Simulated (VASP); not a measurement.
# Al2Cu (Pm) in VASP: a series of runs

Runs on Al2Cu. Level: PBEsol. Tasks: single point.

All numbers are computed with VASP 6.6.1; they aren't measurements. Logs are shortened: lines on timing, memory, paths and dates and some standing lists are left out, and cuts for length are marked.

**1. The cell of the first run**

The structure is monoclinic, space group Pm (No. 6). The conventional cell has a = 4.084 Å, b = 2.846 Å, c = 4.084 Å, α = 90.00°, β = 90.00°, γ = 90.00°. Al (site symmetry m) has 4 Cu at 2.37 to 2.61 Å and 5 Al at 2.44 to 3.14 Å within 3.2 Å. Within 3.2 Å of Al (site symmetry m) lie 4 Cu at 2.42 to 2.71 Å and 5 Al at 2.44 to 3.14 Å. Within 3.1 Å of Cu (site symmetry m) lie 8 Al at 2.37 to 2.71 Å and 2 Cu at 2.85 Å.

**2. Single point, PBEsol (atoms displaced along several vibrational modes)**

File INCAR:

```
SYSTEM = Al2Cu
  ALGO = Fast
  EDIFF = 1E-7
  ENCUT = 520
  GGA = PS
  ISIF = 2
  ISMEAR = 0
  LASPH = .TRUE.
  LCHARG = .TRUE.
  LELF = .TRUE.
  LREAL = .FALSE.
  LVHAR = .TRUE.
  LWAVE = .FALSE.
  NBANDS = 16
  NELM = 60
  PREC = Accurate
  SIGMA = 0.15
```

File KPOINTS:

```
k-points
0
G
  10 10 14
  0 0 0
```

File POSCAR:

```
Al2Cu
1.0
    4.0842078946      0.0000000000      0.0000000000
    0.0000000000      4.0842078946      0.0000000000
    0.0000000000      0.0000000000      2.8458943809
Al Cu
2 1
Direct
    0.5074638706      0.0078029139      0.5000000000
   -0.1089562558      0.4667010095      0.5000000000
    0.0430935180      0.0108255968      0.0000000000
```

Potentials or basis: VASP PAW PBE potentials, release 64 (Al, Cu).

Run with:

```console
cat potpaw_PBE.64/Al/POTCAR potpaw_PBE.64/Cu/POTCAR > POTCAR
mpirun -np 1 vasp_std > vasp.out
```

OUTCAR:

```text
SYSTEM = Al2Cu
   EDIFF = 1E-7
   ENCUT = 520
   GGA = PS
   ISIF = 2
   ISMEAR = 0
   LASPH = .TRUE.
   LREAL = .FALSE.
   NELM = 60
   PREC = Accurate

 ion  position               nearest neighbor table
   1  0.507  0.008  0.500-   3 2.37   3 2.37   2 2.44   3 2.61   3 2.61   2 2.71   2 3.14   2 3.35

   2  0.891  0.467  0.500-   3 2.42   3 2.42   1 2.44   1 2.71   3 2.71   3 2.71   1 3.14   1 3.35

   3  0.043  0.011  0.000-   1 2.37   1 2.37   2 2.42   2 2.42   1 2.61   1 2.61   2 2.71   2 2.71

  LATTYP: Found a simple tetragonal cell.
 ALAT       =     4.0842078946
 C/A-ratio  =     0.6968044856

  Lattice vectors:

 A1 = (   4.0842078946,   0.0000000000,   0.0000000000)
 A2 = (   0.0000000000,   4.0842078946,   0.0000000000)
 A3 = (   0.0000000000,   0.0000000000,   2.8458943809)

Analysis of symmetry for initial positions (statically):
=====================================================================
 Subroutine PRICEL returns:
 Original cell was already a primitive cell.

 Routine SETGRP: Setting up the symmetry group for a
 simple tetragonal supercell.

 Subroutine GETGRP returns: Found  2 space group operations
 (whereof  2 operations were pure point group operations)
 out of a pool of 16 trial point group operations.

The static configuration has the point symmetry C_1h.

Analysis of symmetry for dynamics (positions and initial velocities):
=====================================================================
 Subroutine PRICEL returns:
 Original cell was already a primitive cell.

 Routine SETGRP: Setting up the symmetry group for a
 simple tetragonal supercell.

 Subroutine GETGRP returns: Found  2 space group operations
 (whereof  2 operations were pure point group operations)
 out of a pool of 16 trial point group operations.

The dynamic configuration has the point symmetry C_1h.

 Subroutine INISYM returns: Found  2 space group operations
 (whereof  2 operations are pure point group operations),
 and found     1 'primitive' translations

----------------------------------------------------------------------------------------

                                     Primitive cell

  volume of cell :      47.4717

  direct lattice vectors                    reciprocal lattice vectors
     4.084207895  0.000000000  0.000000000     0.244845519  0.000000000  0.000000000
     0.000000000  4.084207895  0.000000000     0.000000000  0.244845519  0.000000000
     0.000000000  0.000000000  2.845894381     0.000000000  0.000000000  0.351383385

  length of vectors
     4.084207895  4.084207895  2.845894381     0.244845519  0.244845519  0.351383385

  position of ions in fractional coordinates (direct lattice)
     0.507463871  0.007802914  0.500000000
     0.891043744  0.466701009  0.500000000
     0.043093518  0.010825597  0.000000000

  ion indices of the primitive-cell ions
   primitive index   ion index
                 1           1
                 2           2
                 3           3

----------------------------------------------------------------------------------------

 KPOINTS: k-points

Automatic generation of k-mesh.
 Grid dimensions read from file:
 generate k-points for:   10   10   14

 Generating k-lattice:

  Cartesian coordinates                     Fractional coordinates (reciprocal lattice)
     0.024484552  0.000000000  0.000000000     0.100000000  0.000000000  0.000000000
     0.000000000  0.024484552  0.000000000     0.000000000  0.100000000  0.000000000
     0.000000000  0.000000000  0.025098813     0.000000000  0.000000000  0.071428571

  Length of vectors
     0.024484552  0.024484552  0.025098813

  Shift w.r.t. Gamma in fractional coordinates (k-lattice)
     0.000000000  0.000000000  0.000000000

 Subroutine IBZKPT returns following result:
 ===========================================

 Found    416 irreducible k-points:

 Following reciprocal coordinates:
            Coordinates               Weight
  0.000000  0.000000  0.000000      1.000000
  0.100000  0.000000  0.000000      2.000000
  0.000000  0.100000  0.000000      2.000000
  0.200000  0.000000  0.000000      2.000000
  0.000000  0.200000  0.000000      2.000000
  0.300000  0.000000  0.000000      2.000000
[... 16 lines left out ...]
 -0.100000  0.400000  0.000000      2.000000
 -0.400000  0.100000  0.000000      2.000000
 [... further k-points ...]
   k-points           NKPTS =    416   k-points in BZ     NKDIM =    416   number of bands    NBANDS=     16
   number of dos      NEDOS =    301   number of ions     NIONS =      3
   total plane-waves  NPLWV =  21600
   dimension x,y,z NGX =    30 NGY =   30 NGZ =   24
   dimension x,y,z NGXF=    60 NGYF=   60 NGZF=   48
   ions per type =               2   1
   NGX,Y,Z   is equivalent  to a cutoff of  12.21, 12.21, 14.02 a.u.
   NGXF,Y,Z  is equivalent  to a cutoff of  24.42, 24.42, 28.04 a.u.
 SYSTEM =  Al2Cu
   PREC   = accura    normal or accurate (medium, high low for compatibility)
   ISTART =      0    job   : 0-new  1-cont  2-samecut
   ICHARG =      2    charge: 1-file 2-atom 10-const
   ISPIN  =      1    spin polarized calculation?
   LNONCOLLINEAR =      F non collinear calculations
   LSORBIT =      F    spin-orbit coupling
   LASPH  =      T    aspherical Exc in radial PAW
   ENCUT  =  520.0 eV  38.22 Ry    6.18 a.u.   7.59  7.59  5.29*2*pi/ulx,y,z
   NELM   =     60;   NELMIN=  2; NELMDL= -5     # of ELM steps
   EDIFF  = 0.1E-06   stopping-criterion for ELM
   LREAL  =      F    real-space projection
   EDIFFG = 0.1E-05   stopping-criterion for IOM
   NSW    =      0    number of steps for IOM
   IBRION =     -1    ionic relax: 0-MD 1-quasi-New 2-CG
   NFREE  =      0    steps in history (QN), initial steepest desc. (CG)
   ISIF   =      2    stress and relaxation
   ISYM   =      2    0-nonsym 1-usesym 2-fastsym
   POTIM  = 0.5000    time-step for ionic-motion
   TEBEG  =    0.0;   TEEND  =   0.0 temperature during run
   PSTRESS=    0.0 pullay stress
   NELECT =      17.0000    total number of electrons
   NUPDOWN=      -1.0000    fix difference up-down
   EMIN   =  10.00;   EMAX   =-10.00  energy-range for DOS
   EFERMI =   0.00;   METHOD = LEGACY
   ISMEAR =     0;   SIGMA  =   0.15  broadening in eV -4-tet -1-fermi 0-gaus
   EFERMI_NEDOS =   21; number of points for ismear=-14 and -15
   IALGO  =     68    algorithm
   IMIX   =      4    mixing-type and parameters
     AMIX     =   0.40;   BMIX     =  1.00
     AMIX_MAG =   1.60;   BMIX_MAG =  1.00
  volume/ion in A,a.u.               =      15.82       106.78
  Fermi-wavevector in a.u.,A,eV,Ry     =   1.162554  2.196908 18.388694  1.351531
  Thomas-Fermi vector in A             =   2.299113
   LORBIT       =      0    0 simple, 1 ext, 2 COOP (PROOUT), +10 PAW based schemes
   GGA     = PS    functional components
   LHFCALC =     F    Hartree Fock is set to
   AEXX    =    0.0000 exact exchange contribution
   IVDW    =     0    specifies the selected vdW correction
   LEPSILON=     F    determine dielectric tensor
   LRPA    =     F    only Hartree local field effects (RPA)
 non-spin polarized calculation
 RMM-DIIS sequential band-by-band and
 Gauss-broadening in eV      SIGMA  =   0.15
  energy-cutoff  :      520.00
  volume of cell :       47.47
 maximum number of plane-waves:      1294
   NGX = 15   NGY = 15   NGZ = 11

 number of electron      17.0000008 magnetization

 Free energy of the ion-electron system (eV)
  ---------------------------------------------------
  ext. energy  EPLUGINS =         0.00000000
  ---------------------------------------------------
  free energy    TOTEN  =       -12.06924866 eV

  energy without entropy =      -12.05650849  energy(sigma->0) =      -12.06287858

 E-fermi :   7.2190     XC(G=0): -10.5820

 val. band max:        7.2084915111   @ k =   0.5000   0.5000   0.4286
 cond. band min:       7.2200647948   @ k =   0.2000   0.3000  -0.2857
 fundamental gap:      0.0115732837
 Fermi energy:         7.2190025379

 k-point     1 :       0.0000    0.0000    0.0000
  band No.  band energies     occupation
      1      -3.4252      2.00000
      2       1.9463      2.00000
      3       2.3052      2.00000
      4       2.9622      2.00000
      5       3.1852      2.00000
      6       3.3500      2.00000
[... 8 lines left out ...]
     15      14.7265      0.00000
     16      19.2883      0.00000

 k-point     2 :       0.1000    0.0000    0.0000
  band No.  band energies     occupation
      1      -3.3401      2.00000
      2       1.8777      2.00000
      3       2.3012      2.00000
      4       2.9299      2.00000
      5       3.1825      2.00000
      6       3.3503      2.00000
[... 8 lines left out ...]
     15      15.7801      0.00000
     16      19.6553      0.00000

 k-point     3 :       0.0000    0.1000    0.0000
  band No.  band energies     occupation
      1      -3.3427      2.00000
      2       1.8857      2.00000
      3       2.2682      2.00000
      4       2.9441      2.00000
      5       3.1851      2.00000
      6       3.3470      2.00000
[... 8 lines left out ...]
     15      15.9147      0.00000
     16      19.6306      0.00000

 k-point     4 :       0.2000    0.0000    0.0000
  band No.  band energies     occupation
      1      -3.0882      2.00000
      2       1.5410      2.00000
      3       2.3091      2.00000
      4       2.8549      2.00000
      5       3.1753      2.00000
      6       3.3509      2.00000
[... 8 lines left out ...]
     15      17.4671      0.00000
     16      19.0217      0.00000
[... 324 lines left out ...]
 k-point    22 :       0.4000    0.1000    0.0000
  band No.  band energies     occupation
      1      -2.1022      2.00000
      2       0.0594      2.00000
      3       2.3337      2.00000
      4       2.7066      2.00000
      5       2.9431      2.00000
      6       3.1594      2.00000
[... 8 lines left out ...]
     15      17.2468      0.00000
     16      19.0821      0.00000

 k-point    23 :      -0.1000    0.4000    0.0000
  band No.  band energies     occupation
      1      -2.1551      2.00000
      2       0.0751      2.00000
      3       2.2400      2.00000
      4       2.8567      2.00000
      5       3.1410      2.00000
      6       3.1812      2.00000
[... 8 lines left out ...]
     15      17.2480      0.00000
     16      18.6250      0.00000

 k-point    24 :      -0.4000    0.1000    0.0000
  band No.  band energies     occupation
      1      -2.1005      2.00000
      2       0.0569      2.00000
      3       2.3327      2.00000
      4       2.6839      2.00000
      5       2.9573      2.00000
      6       3.1591      2.00000
[... 8 lines left out ...]
     15      17.2404      0.00000
     16      19.0555      0.00000

 [... further k-points ...]

------------------------ aborting loop because EDIFF is reached ----------------------------------------

  FORCE on cell =-STRESS in cart. coord.  units (eV):
  Direction    XX          YY          ZZ          XY          YZ          ZX
  --------------------------------------------------------------------------------------
  -------------------------------------------------------------------------------------
  Total        2.2709046      1.6740581      0.2957333      0.9362530      0.0000000      0.0000000
  in kB       76.6434443     56.4997653      9.9810512     31.5987098      0.0000000      0.0000000
  external PRESSURE =      47.7080869 kB  Pullay stress =       0.0000000 kB

 VOLUME and BASIS-vectors are now :
 -----------------------------------------------------------------------------
  energy-cutoff  :      520.00
  volume of cell :       47.47
      direct lattice vectors                 reciprocal lattice vectors
     4.084207895  0.000000000  0.000000000     0.244845519  0.000000000  0.000000000
     0.000000000  4.084207895  0.000000000     0.000000000  0.244845519  0.000000000
     0.000000000  0.000000000  2.845894381     0.000000000  0.000000000  0.351383385

 POSITION                                       TOTAL-FORCE (eV/Angst)
 -----------------------------------------------------------------------------------
      2.07259      0.03187      1.42295        -0.351791     -0.904888      0.000000
      3.63921      1.90610      1.42295         1.351376      1.843750      0.000000
      0.17600      0.04421      0.00000        -0.999585     -0.938862      0.000000
 -----------------------------------------------------------------------------------
    total drift:                               -0.000447     -0.000900     -0.000023

  FREE ENERGIE OF THE ION-ELECTRON SYSTEM (eV)
  ---------------------------------------------------
  free  energy   TOTEN  =       -12.0692486649 eV

  energy  without entropy=      -12.0565084898  energy(sigma->0) =      -12.06287858
```

Run time: 11 min. Hardware: 1 thread of Intel Xeon 8259CL, shared host; peak memory 0.4 GiB.

What came out:

* Free energy: -12.0692 eV
* Pressure: 4.8 GPa
* Largest force: 2.286 eV/Å
* Band gap on the k mesh: zero (an odd number of electrons rules out a gap without spin polarisation)

Forces in eV/Å, atoms in the order of the input:
```
Al  -0.352 -0.905  0.000
Al   1.351  1.844  0.000
Cu  -1.000 -0.939  0.000
```

Stress tensor (GPa, compression positive):
```
7.66 3.16 0.00
3.16 5.65 0.00
0.00 0.00 1.00
```

Levels at points of the mesh, in eV from the Fermi level:
```tsv
k point	band 5	band 6	band 7	band 8	band 9	band 10	band 11	band 12	band 13	band 14
(0.00, 0.00, 0.00)	-4.03	-3.87	-2.39	-2.17	-0.10	0.46	5.92	6.36	6.91	7.32
(0.50, 0.00, 0.00)	-4.30	-4.06	-3.87	-0.72	1.15	1.36	2.47	7.84	8.39	9.33
(0.00, 0.50, 0.00)	-4.15	-4.04	-3.90	-1.16	0.57	2.03	2.94	7.66	8.37	9.00
(0.50, 0.50, 0.00)	-4.29	-4.06	-4.05	-3.90	-2.64	8.35	8.82	9.45	9.56	10.25
(0.00, 0.00, 0.50)	-4.60	-4.02	-2.90	1.89	1.96	2.23	2.98	3.64	3.69	4.15
(0.50, 0.00, 0.50)	-4.16	-4.08	-3.35	-2.13	-1.85	2.64	4.45	5.01	5.43	5.81
(0.00, 0.50, 0.50)	-4.26	-3.91	-2.83	-2.23	-1.82	3.67	3.76	4.58	5.48	5.96
(0.50, 0.50, 0.50)	-3.80	-3.18	-2.46	-1.83	-1.54	-0.48	-0.14	0.82	2.14	12.10
```

Caveat: the cell differs from its parent crystal (atoms displaced along several vibrational modes); the stress differs along the axes, from 1 to 8 GPa; the PAW data sets were made with another functional, which shifts forces and pressure a little.

**3. Single point, PBEsol (atoms displaced along several vibrational modes)**

File INCAR:

```
  ALGO = Fast
  EDIFF = 1E-6
  ENCUT = 520
  GGA = PS
  ISIF = 2
  ISMEAR = 0
  LASPH = T
  LCHARG = F
  LREAL = F
  LWAVE = F
  NBANDS = 16
  NELM = 60
  PREC = Accurate
  SIGMA = 0.15
```

File KPOINTS:

```
k-points
0
Gamma
  10 10 14
```

File POSCAR:

```
Al2Cu
1.0
    4.0842078946      0.0000000000      0.0000000000
    0.0000000000      4.0842078946      0.0000000000
    0.0000000000      0.0000000000      2.8458943809
Al Cu
2 1
Direct
    0.5049764728      0.0078029139      0.5000000000
   -0.0726456654      0.4667010095      0.5000000000
    0.0287322400      0.0108255968      0.0000000000
```

Potentials or basis: VASP PAW PBE potentials, release 64 (Al, Cu).

Run with:

```console
cat potpaw_PBE.64/Al/POTCAR potpaw_PBE.64/Cu/POTCAR > POTCAR
mpirun -np 1 vasp_std > vasp.out
```

Wall time 8.5 min (1 thread of Intel Xeon 8259CL, shared host); peak memory 0.4 GiB.

It converged, with:

```
Free energy            : -12.2761 eV
Pressure               : 2.5 GPa
Largest force          : 1.936 eV/Å
Band gap on the k mesh : zero (an odd number of electrons rules out a gap without spin polarisation)
```

Forces on the atoms (eV/Å):
```
Al  -0.197 -0.617  0.000
Al   0.793  1.766  0.000
Cu  -0.597 -1.150  0.000
```

Stress tensor (GPa, compression positive):
```
3.52 1.70 0.00
1.70 2.96 0.00
0.00 0.00 0.97
```

Levels at points of the mesh, in eV from the Fermi level:
```tsv
k point	band 5	band 6	band 7	band 8	band 9	band 10	band 11	band 12	band 13	band 14
(0.00, 0.00, 0.00)	-4.12	-4.03	-2.44	-2.29	-0.06	0.58	6.02	6.33	6.61	7.21
(0.50, 0.00, 0.00)	-4.39	-4.14	-4.03	-0.89	1.32	1.47	2.27	7.77	8.30	9.40
(0.00, 0.50, 0.00)	-4.32	-4.13	-4.05	-1.21	0.83	1.99	2.57	7.64	8.40	9.20
(0.50, 0.50, 0.00)	-4.39	-4.22	-4.14	-4.05	-2.56	8.43	8.75	9.43	9.78	10.21
(0.00, 0.00, 0.50)	-4.77	-4.11	-2.99	2.09	2.12	2.42	2.90	3.28	3.52	4.03
(0.50, 0.00, 0.50)	-4.23	-4.17	-3.26	-2.32	-1.75	3.07	4.24	4.78	5.57	5.68
(0.00, 0.50, 0.50)	-4.32	-4.09	-2.97	-2.33	-1.74	3.67	3.82	4.54	5.31	6.04
(0.50, 0.50, 0.50)	-3.94	-3.35	-2.42	-2.07	-1.26	-0.63	-0.04	0.51	2.26	11.96
```

Caveat: the cell differs from its parent crystal (atoms displaced along several vibrational modes); the PAW data sets were made with another functional, which shifts forces and pressure a little.
